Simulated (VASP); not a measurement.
# Al (Fm-3m) in VASP: notebook

Al is run at these levels: PBEsol; tasks: single point.

Program: VASP 6.6.1. These are calculated values, not measurements. Logs are shortened: lines on timing, memory, paths and dates and some standing lists are left out, and cuts for length are marked.

## Step 1: The cell of the first run

It takes space group Fm-3m (No. 225, cubic). The conventional cell has a = 3.889 Å, b = 3.889 Å, c = 3.889 Å, α = 90.00°, β = 90.00°, γ = 90.00°. Within 3.6 Å of Al (site symmetry m-3m) lie 12 Al at 2.75 Å.

## Step 2: Single point, PBEsol

The input, INCAR:

```
ALGO = Normal
EDIFF = 1E-6
ENCUT = 500
GGA = PS
GGA_COMPAT = False
ISIF = 2
ISMEAR = -1
LASPH = True
LCHARG = False
LREAL = False
LWAVE = False
NBANDS = 8
NELM = 120
PREC = Accurate
SIGMA = 0.1
```

The input, KPOINTS:

```
k-points
0
Gamma
  9 9 9
```

The input, POSCAR:

```
Al
1.0
    0.0000000000      1.9442799986      1.9442799986
    1.9442799986      0.0000000000      1.9442799986
    1.9442799986      1.9442799986      0.0000000000
Al
1
Direct
    0.0000000000      0.0000000000      0.0000000000
```

Potentials or basis: VASP PAW PBE potentials, release 64 (Al).

Run with:

```sh
> cat potpaw_PBE.64/Al/POTCAR > POTCAR
> mpirun -np 1 vasp_std > vasp.out
```

OUTCAR:

```text
EDIFF = 1E-6
   ENCUT = 500
   GGA = PS
   ISIF = 2
   ISMEAR = -1
   LASPH = True
   LREAL = False
   NELM = 120
   PREC = Accurate

 ion  position               nearest neighbor table
   1  0.000  0.000  0.000-

  LATTYP: Found a face centered cubic cell.
 ALAT       =     3.8885599972

  Lattice vectors:

 A1 = (   0.0000000000,   1.9442799986,   1.9442799986)
 A2 = (   1.9442799986,   0.0000000000,   1.9442799986)
 A3 = (   1.9442799986,   1.9442799986,   0.0000000000)

Analysis of symmetry for initial positions (statically):
=====================================================================
 Subroutine PRICEL returns:
 Original cell was already a primitive cell.

 Routine SETGRP: Setting up the symmetry group for a
 face centered cubic supercell.

 Subroutine GETGRP returns: Found 48 space group operations
 (whereof 48 operations were pure point group operations)
 out of a pool of 48 trial point group operations.

The static configuration has the point symmetry O_h .

Analysis of symmetry for dynamics (positions and initial velocities):
=====================================================================
 Subroutine PRICEL returns:
 Original cell was already a primitive cell.

 Routine SETGRP: Setting up the symmetry group for a
 face centered cubic supercell.

 Subroutine GETGRP returns: Found 48 space group operations
 (whereof 48 operations were pure point group operations)
 out of a pool of 48 trial point group operations.

The dynamic configuration has the point symmetry O_h .

 Subroutine INISYM returns: Found 48 space group operations
 (whereof 48 operations are pure point group operations),
 and found     1 'primitive' translations

----------------------------------------------------------------------------------------

                                     Primitive cell

  volume of cell :      14.6996

  direct lattice vectors                    reciprocal lattice vectors
     0.000000000  1.944279999  1.944279999    -0.257164606  0.257164606  0.257164606
     1.944279999  0.000000000  1.944279999     0.257164606 -0.257164606  0.257164606
     1.944279999  1.944279999  0.000000000     0.257164606  0.257164606 -0.257164606

  length of vectors
     2.749627143  2.749627143  2.749627143     0.445422164  0.445422164  0.445422164

  position of ions in fractional coordinates (direct lattice)
     0.000000000  0.000000000  0.000000000

  ion indices of the primitive-cell ions
   primitive index   ion index
[... 73 lines left out ...]
   EDIFF  = 0.1E-05   stopping-criterion for ELM
   LREAL  =      F    real-space projection
   EDIFFG = 0.1E-04   stopping-criterion for IOM
   NSW    =      0    number of steps for IOM
   IBRION =     -1    ionic relax: 0-MD 1-quasi-New 2-CG
   NFREE  =      0    steps in history (QN), initial steepest desc. (CG)
   ISIF   =      2    stress and relaxation
   ISYM   =      2    0-nonsym 1-usesym 2-fastsym
   POTIM  = 0.5000    time-step for ionic-motion
   TEBEG  =    0.0;   TEEND  =   0.0 temperature during run
   PSTRESS=    0.0 pullay stress
   NELECT =       3.0000    total number of electrons
   NUPDOWN=      -1.0000    fix difference up-down
   EMIN   =  10.00;   EMAX   =-10.00  energy-range for DOS
   EFERMI =   0.00;   METHOD = LEGACY
   ISMEAR =    -1;   SIGMA  =   0.10  broadening in eV -4-tet -1-fermi 0-gaus
   EFERMI_NEDOS =   21; number of points for ismear=-14 and -15
   IALGO  =     38    algorithm
   IMIX   =      4    mixing-type and parameters
     AMIX     =   0.40;   BMIX     =  1.00
     AMIX_MAG =   1.60;   BMIX_MAG =  1.00
  volume/ion in A,a.u.               =      14.70        99.20
  Fermi-wavevector in a.u.,A,eV,Ry     =   0.963858  1.821428 12.640118  0.929022
  Thomas-Fermi vector in A             =   2.093440
   LORBIT       =      0    0 simple, 1 ext, 2 COOP (PROOUT), +10 PAW based schemes
   GGA     = PS    functional components
   LHFCALC =     F    Hartree Fock is set to
   AEXX    =    0.0000 exact exchange contribution
   IVDW    =     0    specifies the selected vdW correction
   LEPSILON=     F    determine dielectric tensor
   LRPA    =     F    only Hartree local field effects (RPA)
 non-spin polarized calculation
  energy-cutoff  :      500.00
  volume of cell :       14.70
 maximum number of plane-waves:       383
   NGX =  9   NGY =  9   NGZ =  9

 number of electron       3.0000000 magnetization

 Free energy of the ion-electron system (eV)
  ---------------------------------------------------
  ext. energy  EPLUGINS =         0.00000000
  ---------------------------------------------------
  free energy    TOTEN  =        -4.02660655 eV

  energy without entropy =       -4.00835889  energy(sigma->0) =       -4.01748272

 E-fermi :   9.2012     XC(G=0): -10.6853

 val. band max:        9.1783367559   @ k =  -0.4444   0.3333   0.1111
 cond. band min:       9.2030881786   @ k =  -0.3333   0.4444   0.1111
 fundamental gap:      0.0247514227
 Fermi energy:         9.2011730341

 k-point     1 :       0.0000    0.0000    0.0000
  band No.  band energies     occupation
      1      -2.7446      2.00000
      2      22.4585      0.00000
      3      22.4585      0.00000
      4      22.4585      0.00000
      5      24.8693      0.00000
      6      24.8693      0.00000
      7      24.8693      0.00000
      8      26.5607      0.00000
[... 243 lines left out ...]
 k-point    24 :       0.4444    0.4444    0.0000
  band No.  band energies     occupation
      1       4.6933      2.00000
      2       9.0706      1.57376
      3      14.6018      0.00000
      4      15.4629      0.00000
      5      15.4629      0.00000
      6      19.5523      0.00000
      7      35.8918      0.00000
      8      37.6487      0.00000

 [... further k-points ...]

------------------------ aborting loop because EDIFF is reached ----------------------------------------

  FORCE on cell =-STRESS in cart. coord.  units (eV):
  Direction    XX          YY          ZZ          XY          YZ          ZX
  --------------------------------------------------------------------------------------
  -------------------------------------------------------------------------------------
  Total        0.9244814      0.9244814      0.9244814      0.0000000      0.0000000      0.0000000
  in kB      100.7632943    100.7632943    100.7632943      0.0000000      0.0000000      0.0000000
  external PRESSURE =     100.7632943 kB  Pullay stress =       0.0000000 kB

 VOLUME and BASIS-vectors are now :
 -----------------------------------------------------------------------------
  energy-cutoff  :      500.00
  volume of cell :       14.70
      direct lattice vectors                 reciprocal lattice vectors
     0.000000000  1.944279999  1.944279999    -0.257164606  0.257164606  0.257164606
     1.944279999  0.000000000  1.944279999     0.257164606 -0.257164606  0.257164606
     1.944279999  1.944279999  0.000000000     0.257164606  0.257164606 -0.257164606

 POSITION                                       TOTAL-FORCE (eV/Angst)
 -----------------------------------------------------------------------------------
      0.00000      0.00000      0.00000         0.000000      0.000000      0.000000
 -----------------------------------------------------------------------------------
    total drift:                                0.000000      0.000000     -0.000000

  FREE ENERGIE OF THE ION-ELECTRON SYSTEM (eV)
  ---------------------------------------------------
  free  energy   TOTEN  =        -4.0266065528 eV

  energy  without entropy=       -4.0083588887  energy(sigma->0) =       -4.01748272
```

OSZICAR:

```text
N       E                     dE             d eps       ncg     rms          rms(c)
DAV:   1    -0.279473305891E+01   -0.27947E+01   -0.87570E+02   560   0.202E+02
DAV:   2    -0.405261532606E+01   -0.12579E+01   -0.12351E+01   824   0.186E+01
DAV:   3    -0.405773520500E+01   -0.51199E-02   -0.51176E-02   648   0.133E+00
DAV:   4    -0.405775242712E+01   -0.17222E-04   -0.17221E-04   912   0.721E-02
DAV:   5    -0.405775243746E+01   -0.10343E-07   -0.10411E-07   672   0.905E-04    0.163E+00
DAV:   6    -0.403918232722E+01    0.18570E-01   -0.15429E-03   752   0.167E-01    0.920E-01
DAV:   7    -0.402662690975E+01    0.12555E-01   -0.43705E-03   728   0.272E-01    0.200E-01
DAV:   8    -0.402660704784E+01    0.19862E-04   -0.19900E-05   864   0.287E-02    0.293E-02
DAV:   9    -0.402660655279E+01    0.49505E-06   -0.21679E-07   696   0.242E-03
   1 F= -.40266066E+01 E0= -.40174827E+01  d E =-.182477E-01
```

stdout:

```text
POSCAR found type information on POSCAR Al
 POSCAR found :  1 types and       1 ions
 scaLAPACK will be used
 -----------------------------------------------------------------------------
|                                                                             |
|                                                                             |
|     You enforced a specific xc type in the INCAR file but a different       |
|     I HOPE YOU KNOW WHAT YOU ARE DOING!                                     |
|                                                                             |
 -----------------------------------------------------------------------------

 LDA part: xc-table for (Slater+PW92), standard interpolation
 POSCAR, INCAR and KPOINTS ok, starting setup
 FFT: planning ... GRIDC
 FFT: planning ... GRID_SOFT
 FFT: planning ... GRID
 WAVECAR not read
 entering main loop
```

Wall time 1.7 s (1 thread of Intel Xeon 6975P-C (Granite Rapids), shared host); peak memory 0.11 GiB.

What came out:

```yaml
Free_energy: -4.0266 eV
Pressure: 10.1 GPa
Band_gap_on_the_k_mesh: zero (an odd number of electrons rules out a gap without spin polarisation)
```

Caveat: the cell stands under pressure; the PAW data sets were made with another functional, which shifts forces and pressure a little.

## Step 3: Single point, PBEsol

This run uses another cell than the first one, of 13.70 Å³/atom.

The input, INCAR:

```
SYSTEM = Al
ALGO = Normal
EDIFF = 1E-6
ENCUT = 500
GGA = PS
GGA_COMPAT = .FALSE.
ISIF = 2
ISMEAR = -1
LASPH = .TRUE.
LCHARG = .FALSE.
LREAL = .FALSE.
LWAVE = .FALSE.
NBANDS = 8
NELM = 120
PREC = Accurate
SIGMA = 0.1
```

The input, KPOINTS:

```
k-points
0
G
  9 9 9
  0 0 0
```

The input, POSCAR:

```
Al
1.0
    0.0000000000      1.8989956999      1.8989956999
    1.8989956999      0.0000000000      1.8989956999
    1.8989956999      1.8989956999      0.0000000000
Al
1
Direct
    0.0000000000      0.0000000000      0.0000000000
```

Potentials or basis: VASP PAW PBE potentials, release 64 (Al).

Run with:

```sh
> cat potpaw_PBE.64/Al/POTCAR > POTCAR
> mpirun -np 1 vasp_std > vasp.out
```

Run time: 1.8 s. Hardware: 1 thread of Intel Xeon 6975P-C (Granite Rapids), shared host; peak memory 0.11 GiB.

The run converged. Its results:

```
Free energy            : -3.9337 eV
Pressure               : 20.1 GPa
Band gap on the k mesh : zero (an odd number of electrons rules out a gap without spin polarisation)
```

Levels at points of the mesh, in eV from the Fermi level:
| k point | band 1 | band 2 | band 3 | band 4 |
| --- | --- | --- | --- | --- |
| (0.00, 0.00, 0.00) | -12.48 | 13.67 | 13.67 | 13.67 |

Caveat: the cell stands under pressure; the PAW data sets were made with another functional, which shifts forces and pressure a little.

## Step 4: Single point, PBEsol

This run uses another cell than the first one, of 12.96 Å³/atom.

INCAR is that of step 3.

KPOINTS is that of step 3.

The input, POSCAR:

```
Al
1.0
    0.0000000000      1.8642076773      1.8642076773
    1.8642076773      0.0000000000      1.8642076773
    1.8642076773      1.8642076773      0.0000000000
Al
1
Direct
    0.0000000000      0.0000000000      0.0000000000
```

Run with:

```sh
> cat potpaw_PBE.64/Al/POTCAR > POTCAR
> mpirun -np 1 vasp_std > vasp.out
```

Run time: 1.7 s. Hardware: 1 thread of Intel Xeon 6975P-C (Granite Rapids), shared host; peak memory 0.12 GiB.

The run converged. Its results:

```yaml
Free_energy: -3.8186 eV
Pressure: 30.2 GPa
Band_gap_on_the_k_mesh: zero (an odd number of electrons rules out a gap without spin polarisation)
```

Levels at points of the mesh, in eV from the Fermi level:
```
           k point  band 1  band 2  band 3  band 4
(0.00, 0.00, 0.00)  -12.91   14.01   14.01   14.01
```

Caveat: the cell stands under pressure; the PAW data sets were made with another functional, which shifts forces and pressure a little.

## Step 5: Single point, PBEsol

This run uses another cell than the first one, of 16.23 Å³/atom.

The input, INCAR:

```
SYSTEM = Al
PREC = Accurate
ENCUT = 500
EDIFF = 1E-6
ISMEAR = -1
SIGMA = 0.1
LREAL = .FALSE.
LASPH = .TRUE.
NELM = 120
ALGO = Normal
ISIF = 2
LWAVE = .FALSE.
LCHARG = .TRUE.
GGA = PS
LELF = .TRUE.
LVHAR = .TRUE.
NBANDS = 8
GGA_COMPAT = .FALSE.
```

The input, KPOINTS:

```
regular mesh
0
G
  9 9 9
  0 0 0
```

The input, POSCAR:

```
Al
1.0
    0.0000000000      2.0095776178      2.0095776178
    2.0095776178      0.0000000000      2.0095776178
    2.0095776178      2.0095776178      0.0000000000
Al
1
Direct
    0.0000000000      0.0000000000      0.0000000000
```

Potentials or basis: VASP PAW PBE potentials, release 64 (Al).

Run with:

```sh
> cat potpaw_PBE.64/Al/POTCAR > POTCAR
> mpirun -np 1 vasp_std > vasp.out
```

OUTCAR:

```text
SYSTEM = Al
   PREC = Accurate
   ENCUT = 500
   EDIFF = 1E-6
   ISMEAR = -1
   LREAL = .FALSE.
   LASPH = .TRUE.
   NELM = 120
   ISIF = 2
   GGA = PS

 ion  position               nearest neighbor table
   1  0.000  0.000  0.000-

  LATTYP: Found a face centered cubic cell.
 ALAT       =     4.0191552356

  Lattice vectors:

 A1 = (   0.0000000000,   2.0095776178,   2.0095776178)
 A2 = (   2.0095776178,   0.0000000000,   2.0095776178)
 A3 = (   2.0095776178,   2.0095776178,   0.0000000000)

Analysis of symmetry for initial positions (statically):
=====================================================================
 Subroutine PRICEL returns:
 Original cell was already a primitive cell.

 Routine SETGRP: Setting up the symmetry group for a
 face centered cubic supercell.

 Subroutine GETGRP returns: Found 48 space group operations
 (whereof 48 operations were pure point group operations)
 out of a pool of 48 trial point group operations.

The static configuration has the point symmetry O_h .

Analysis of symmetry for dynamics (positions and initial velocities):
=====================================================================
 Subroutine PRICEL returns:
 Original cell was already a primitive cell.

 Routine SETGRP: Setting up the symmetry group for a
 face centered cubic supercell.

 Subroutine GETGRP returns: Found 48 space group operations
 (whereof 48 operations were pure point group operations)
 out of a pool of 48 trial point group operations.

The dynamic configuration has the point symmetry O_h .

 Subroutine INISYM returns: Found 48 space group operations
 (whereof 48 operations are pure point group operations),
 and found     1 'primitive' translations

----------------------------------------------------------------------------------------

                                     Primitive cell
[... 108 lines left out ...]
     AMIX     =   0.40;   BMIX     =  1.00
     AMIX_MAG =   1.60;   BMIX_MAG =  1.00
  volume/ion in A,a.u.               =      16.23       109.53
  Fermi-wavevector in a.u.,A,eV,Ry     =   0.932539  1.762244 11.832028  0.869630
  Thomas-Fermi vector in A             =   2.059148
   LORBIT       =      0    0 simple, 1 ext, 2 COOP (PROOUT), +10 PAW based schemes
   GGA     = PS    functional components
   LHFCALC =     F    Hartree Fock is set to
   AEXX    =    0.0000 exact exchange contribution
   IVDW    =     0    specifies the selected vdW correction
   LEPSILON=     F    determine dielectric tensor
   LRPA    =     F    only Hartree local field effects (RPA)
 non-spin polarized calculation
  energy-cutoff  :      500.00
  volume of cell :       16.23
 maximum number of plane-waves:       424
 NGX is ok and might be reduce to    24
   NGX = 11   NGY = 11   NGZ = 11

 number of electron       3.0000000 magnetization

 Free energy of the ion-electron system (eV)
  ---------------------------------------------------
  ext. energy  EPLUGINS =         0.00000000
  ---------------------------------------------------
  free energy    TOTEN  =        -4.07101490 eV

  energy without entropy =       -4.05289789  energy(sigma->0) =       -4.06195639

 E-fermi :   8.0972     XC(G=0): -10.3165

 val. band max:        7.9838381144   @ k =   0.4444   0.4444   0.0000
 cond. band min:       8.1225073955   @ k =  -0.4444   0.3333   0.1111
 fundamental gap:      0.1386692811
 Fermi energy:         8.0971849890

 k-point     1 :       0.0000    0.0000    0.0000
  band No.  band energies     occupation
      1      -3.1213      2.00000
      2      20.8090      0.00000
      3      20.8090      0.00000
      4      20.8090      0.00000
      5      22.4253      0.00000
      6      22.4253      0.00000
      7      22.4253      0.00000
      8      24.7279      0.00000
[... 243 lines left out ...]
 k-point    24 :       0.4444    0.4444    0.0000
  band No.  band energies     occupation
      1       3.8850      2.00000
      2       7.9838      1.51296
      3      13.4911      0.00000
      4      13.8818      0.00000
      5      13.8818      0.00000
      6      17.4351      0.00000
      7      33.2832      0.00000
      8      34.8718      0.00000

 [... further k-points ...]

------------------------ aborting loop because EDIFF is reached ----------------------------------------

  FORCE on cell =-STRESS in cart. coord.  units (eV):
  Direction    XX          YY          ZZ          XY          YZ          ZX
  --------------------------------------------------------------------------------------
  -------------------------------------------------------------------------------------
  Total        0.0055357      0.0055357      0.0055357     -0.0000000      0.0000000      0.0000000
  in kB        0.5464320      0.5464320      0.5464320     -0.0000000      0.0000000      0.0000000
  external PRESSURE =       0.5464320 kB  Pullay stress =       0.0000000 kB

 VOLUME and BASIS-vectors are now :
 -----------------------------------------------------------------------------
  energy-cutoff  :      500.00
  volume of cell :       16.23
      direct lattice vectors                 reciprocal lattice vectors
     0.000000000  2.009577618  2.009577618    -0.248808504  0.248808504  0.248808504
     2.009577618  0.000000000  2.009577618     0.248808504 -0.248808504  0.248808504
     2.009577618  2.009577618  0.000000000     0.248808504  0.248808504 -0.248808504

 POSITION                                       TOTAL-FORCE (eV/Angst)
 -----------------------------------------------------------------------------------
      0.00000      0.00000      0.00000         0.000000      0.000000      0.000000
 -----------------------------------------------------------------------------------
    total drift:                               -0.000000     -0.000000     -0.000000

  FREE ENERGIE OF THE ION-ELECTRON SYSTEM (eV)
  ---------------------------------------------------
  free  energy   TOTEN  =        -4.0710148976 eV

  energy  without entropy=       -4.0528978892  energy(sigma->0) =       -4.06195639
```

It took 2 s on 1 thread of Intel Xeon 6975P-C (Granite Rapids), shared host; peak memory 0.13 GiB.

What came out:

- Free energy: -4.0710 eV
- Pressure: 0.1 GPa
- Band gap on the k mesh: zero (an odd number of electrons rules out a gap without spin polarisation)

Caveat: the PAW data sets were made with another functional, which shifts forces and pressure a little.

## Step 6: The runs side by side

```csv
cell,gap on the mesh (eV),pressure (GPa)
"a = 2.750 Å, angles 60.0°, 1 atom",none,10.1
"a = 2.686 Å, angles 60.0°, 1 atom",none,20.1
"a = 2.636 Å, angles 60.0°, 1 atom",none,30.2
"a = 2.842 Å, angles 60.0°, 1 atom",none,0.1
```

Alike in all rows: task single point; level PBEsol; potentials or basis VASP PAW PBE potentials, release 64 (Al); no spin polarisation; k mesh 9 × 9 × 9; cutoff (eV) 500; smearing fermi-dirac 0.1 eV.

Caveats: the PAW data sets were made with another functional, which shifts forces and pressure a little; the cell stands under pressure (at least some runs).

Absolute energies hang on the potentials; compare differences alone.
